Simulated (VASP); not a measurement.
# GaN (F-43m) in VASP: a series of runs, part 2 of 2

VASP 6.6.1. Earlier steps stand in the parts before.

## Step 4: Single point, LDA

This run uses another cell than the first one, of 11.37 Å³/atom, 1.029 times its volume.

The input, INCAR:

```
SYSTEM = GaN
PREC = Accurate
ENCUT = 910
EDIFF = 1E-6
ISMEAR = 0
SIGMA = 0.01
LREAL = .FALSE.
LASPH = .TRUE.
NELM = 120
ALGO = Normal
ISIF = 2
LWAVE = .FALSE.
LCHARG = .TRUE.
GGA = CA
LELF = .TRUE.
LVHAR = .TRUE.
NBANDS = 16
GGA_COMPAT = .FALSE.
```

The input, KPOINTS:

```
Automatic mesh
0
G
  10 10 10
  0 0 0
```

The input, POSCAR:

```
GaN
1.0
    0.0000000000      2.2489526566      2.2489526566
    2.2489526566      0.0000000000      2.2489526566
    2.2489526566      2.2489526566      0.0000000000
Ga N
1 1
Direct
    0.0000000000      0.0000000000      0.0000000000
    0.2500000000      0.2500000000      0.2500000000
```

Potentials or basis: VASP PAW LDA potentials, release 64 (Ga_d, N_h).

Command:

```
> cat potpaw_LDA.64/Ga_d/POTCAR potpaw_LDA.64/N_h/POTCAR > POTCAR
> mpirun -np 1 vasp_std > vasp.out
```

OUTCAR:

```text
SYSTEM = GaN
   PREC = Accurate
   ENCUT = 910
   EDIFF = 1E-6
   ISMEAR = 0
   LREAL = .FALSE.
   LASPH = .TRUE.
   NELM = 120
   ISIF = 2
   GGA = CA

 ion  position               nearest neighbor table
   1  0.000  0.000  0.000-   2 1.95   2 1.95   2 1.95   2 1.95
   2  0.250  0.250  0.250-   1 1.95   1 1.95   1 1.95   1 1.95

  LATTYP: Found a face centered cubic cell.
 ALAT       =     4.4979053132

  Lattice vectors:

 A1 = (   0.0000000000,   2.2489526566,   2.2489526566)
 A2 = (   2.2489526566,   0.0000000000,   2.2489526566)
 A3 = (   2.2489526566,   2.2489526566,   0.0000000000)

Analysis of symmetry for initial positions (statically):
[... 5 lines left out ...]
 face centered cubic supercell.

 Subroutine GETGRP returns: Found 24 space group operations
 (whereof 24 operations were pure point group operations)
 out of a pool of 48 trial point group operations.

The static configuration has the point symmetry T_d .

Analysis of symmetry for dynamics (positions and initial velocities):
[... 5 lines left out ...]
 face centered cubic supercell.

 Subroutine GETGRP returns: Found 24 space group operations
 (whereof 24 operations were pure point group operations)
[... 144 lines left out ...]
  ext. energy  EPLUGINS =         0.00000000
  ---------------------------------------------------
  free energy    TOTEN  =       -13.93963934 eV

  energy without entropy =      -13.93963934  energy(sigma->0) =      -13.93963934

 E-fermi :   5.5163     XC(G=0): -12.1656

 val. band max:        5.4082448572   @ k =   0.0000   0.0000   0.0000
 cond. band min:       7.1968596073   @ k =   0.0000   0.0000   0.0000
 fundamental gap:      1.7886147501
 Fermi energy:         5.5162765261

 k-point     1 :       0.0000    0.0000    0.0000
  band No.  band energies     occupation
      1     -10.4464      2.00000
      2      -8.1507      2.00000
      3      -8.1507      2.00000
      4      -8.1507      2.00000
      5      -7.8265      2.00000
      6      -7.8265      2.00000
[... 433 lines left out ...]
      3      -7.9232      2.00000
      4      -7.9224      2.00000
      5      -7.7647      2.00000
      6      -6.7924      2.00000
[... 8 lines left out ...]
     15      27.6748      0.00000
     16      27.7983      0.00000

 [... further k-points ...]
[... 5 lines left out ...]
  --------------------------------------------------------------------------------------
  -------------------------------------------------------------------------------------
  Total       -0.6580893     -0.6580893     -0.6580893      0.0000000     -0.0000000      0.0000000
  in kB      -46.3473042    -46.3473042    -46.3473042      0.0000000     -0.0000000      0.0000000
  external PRESSURE =     -46.3473042 kB  Pullay stress =       0.0000000 kB

 VOLUME and BASIS-vectors are now :
 -----------------------------------------------------------------------------
  energy-cutoff  :      910.00
  volume of cell :       22.75
      direct lattice vectors                 reciprocal lattice vectors
     0.000000000  2.248952657  2.248952657    -0.222325712  0.222325712  0.222325712
     2.248952657  0.000000000  2.248952657     0.222325712 -0.222325712  0.222325712
     2.248952657  2.248952657  0.000000000     0.222325712  0.222325712 -0.222325712

 POSITION                                       TOTAL-FORCE (eV/Angst)
 -----------------------------------------------------------------------------------
      0.00000      0.00000      0.00000        -0.000000      0.000000      0.000000
      1.12448      1.12448      1.12448         0.000000     -0.000000     -0.000000
 -----------------------------------------------------------------------------------
    total drift:                                0.000000      0.000000      0.000000

  FREE ENERGIE OF THE ION-ELECTRON SYSTEM (eV)
  ---------------------------------------------------
  free  energy   TOTEN  =       -13.9396393400 eV

  energy  without entropy=      -13.9396393400  energy(sigma->0) =      -13.93963934
```

OSZICAR:

```text
N       E                     dE             d eps       ncg     rms          rms(c)
DAV:   1     0.105619110587E+03    0.10562E+03   -0.12540E+04  1680   0.277E+03
DAV:   2    -0.514221002831E+01   -0.11076E+03   -0.10125E+03  1728   0.407E+02
DAV:   3    -0.157519110046E+02   -0.10610E+02   -0.10480E+02  1712   0.915E+01
DAV:   4    -0.159346721740E+02   -0.18276E+00   -0.18262E+00  1896   0.122E+01
DAV:   5    -0.159370563181E+02   -0.23841E-02   -0.23841E-02  1776   0.132E+00    0.751E+00
DAV:   6    -0.139960633158E+02    0.19410E+01   -0.48602E+00  2224   0.400E+01    0.212E+00
DAV:   7    -0.139663711356E+02    0.29692E-01   -0.26093E-01  1664   0.610E+00    0.129E+00
DAV:   8    -0.139421126032E+02    0.24259E-01   -0.66203E-02  1856   0.270E+00    0.376E-01
DAV:   9    -0.139396069514E+02    0.25057E-02   -0.87098E-03  2224   0.203E+00    0.680E-02
DAV:  10    -0.139396478327E+02   -0.40881E-04   -0.81226E-04  1952   0.366E-01    0.203E-02
DAV:  11    -0.139396396190E+02    0.82137E-05   -0.63951E-05  2312   0.150E-01    0.557E-03
DAV:  12    -0.139396393400E+02    0.27898E-06   -0.67200E-06  1920   0.450E-02
   1 F= -.13939639E+02 E0= -.13939639E+02  d E =-.348758E-55
```

stdout:

```text
POSCAR found type information on POSCAR GaN
 POSCAR found :  2 types and       2 ions
 scaLAPACK will be used
 LDA part: xc-table for (Slater(with rela. corr.)+CA(PZ))
 , standard interpolation
 POSCAR, INCAR and KPOINTS ok, starting setup
 FFT: planning ... GRIDC
 FFT: planning ... GRID_SOFT
 FFT: planning ... GRID
 WAVECAR not read
 entering main loop
```

Wall time 21 s (1 thread of AMD EPYC 7R13 (Zen 3), shared host); peak memory 0.15 GiB.

What came out:

```
Free energy            : -13.9396 eV
Pressure               : -4.6 GPa
Band gap on the k mesh : 1.79 eV, direct
```

Levels at points of the mesh, in eV from the valence-band top:
```tsv
k point	band 6	band 7	band 8	band 9	band 10	band 11	band 12	band 13
(0.00, 0.00, 0.00)	-13.23	0.00	0.00	0.00	1.79	10.15	10.15	10.15
(0.50, 0.00, 0.00)	-11.85	-7.16	-0.99	-0.99	4.59	8.63	10.24	10.24
(0.50, 0.50, 0.00)	-11.37	-6.23	-2.75	-2.75	3.25	6.52	11.55	13.82
```

Caveat: the cutoff is under 1.25 times the usual one of these potentials, so pressure, stress and relaxed cells hold a basis-set (Pulay) error.

## Step 5: Single point, r2SCAN

This run uses another cell than the first one, of 11.37 Å³/atom, 1.029 times its volume.

POSCAR is that of step 4.

The input, INCAR.step1:

```
PREC = Accurate ; ENCUT = 910
ISMEAR = 0 ; SIGMA = 0.01
LREAL = F ; LASPH = T
NELM = 120 ; NBANDS = 16
GGA = PE ; ALGO = Normal
EDIFF = 1E-5 ; LWAVE = T
LCHARG = F ; GGA_COMPAT = F
```

The input, INCAR.step2:

```
PREC = Accurate ; ENCUT = 910
EDIFF = 1E-6 ; ISMEAR = 0
SIGMA = 0.01 ; LREAL = F
LASPH = T ; NELM = 120
ALGO = Normal ; ISIF = 2
LWAVE = F ; LCHARG = F
METAGGA = R2SCAN ; LMIXTAU = T
NBANDS = 16 ; ISTART = 1
GGA_COMPAT = F
```

The input, KPOINTS:

```
Automatic mesh
0
Gamma
  10 10 10
```

Potentials or basis: VASP PAW PBE potentials, release 64 (Ga_d, N_h).

Command:

```
> cat potpaw_PBE.64/Ga_d/POTCAR potpaw_PBE.64/N_h/POTCAR > POTCAR
> cp INCAR.step1 INCAR
> mpirun -np 1 vasp_std > vasp.out
> cp INCAR.step2 INCAR
> mpirun -np 1 vasp_std > vasp.out
```

It took 3.5 min on 1 thread of AMD EPYC 7R43 (Zen 3), shared host; peak memory 0.18 GiB.

The run converged. Its results:

| Item | Value |
| --- | --- |
| Free energy | -21.8962 eV |
| Pressure | 1.0 GPa |
| Band gap on the k mesh | 2.16 eV, direct |

Levels at points of the mesh, in eV from the valence-band top:
```tsv
k point	band 6	band 7	band 8	band 9	band 10	band 11	band 12	band 13
(0.00, 0.00, 0.00)	-13.48	0.00	0.00	0.00	2.16	11.04	11.04	11.04
(0.50, 0.00, 0.00)	-12.35	-7.19	-1.00	-1.00	5.20	9.47	11.03	11.03
(0.50, 0.50, 0.00)	-11.97	-6.24	-2.80	-2.80	3.77	7.28	12.62	15.01
```

Caveat: the cutoff is under 1.25 times the usual one of these potentials, so pressure, stress and relaxed cells hold a basis-set (Pulay) error; the PAW data sets were made with another functional, which shifts forces and pressure a little. r2SCAN opens gaps a little over a GGA but as a rule still falls short of measured ones.

## Step 6: The runs side by side

```csv
level,potentials or basis,cell,k mesh,smearing,gap on the mesh (eV),pressure (GPa)
LDA,"VASP PAW LDA potentials, release 64 (Ga_d, N_h)","a = 3.150 Å, angles 60.0°, 2 atoms",8 × 8 × 8,fermi-dirac 0.02 eV,1.97,0.9
r2SCAN,"VASP PAW PBE potentials, release 64 (Ga_d, N_h)","a = 3.180 Å, angles 60.0°, 2 atoms",8 × 8 × 8,fermi-dirac 0.02 eV,2.16,1.0
LDA,"VASP PAW LDA potentials, release 64 (Ga_d, N_h)","a = 3.180 Å, angles 60.0°, 2 atoms",10 × 10 × 10,gaussian 0.01 eV,1.79,-4.6
r2SCAN,"VASP PAW PBE potentials, release 64 (Ga_d, N_h)","a = 3.180 Å, angles 60.0°, 2 atoms",10 × 10 × 10,gaussian 0.01 eV,2.16,1.0
```

Alike in all rows: task single point; no spin polarisation; cutoff (eV) 910.

Caveats: the cutoff is under 1.25 times the usual one of these potentials, so pressure, stress and relaxed cells hold a basis-set (Pulay) error; the PAW data sets were made with another functional, which shifts forces and pressure a little (some runs).

Total energies depend on the potentials used, so only differences within one code and one set of settings carry meaning.
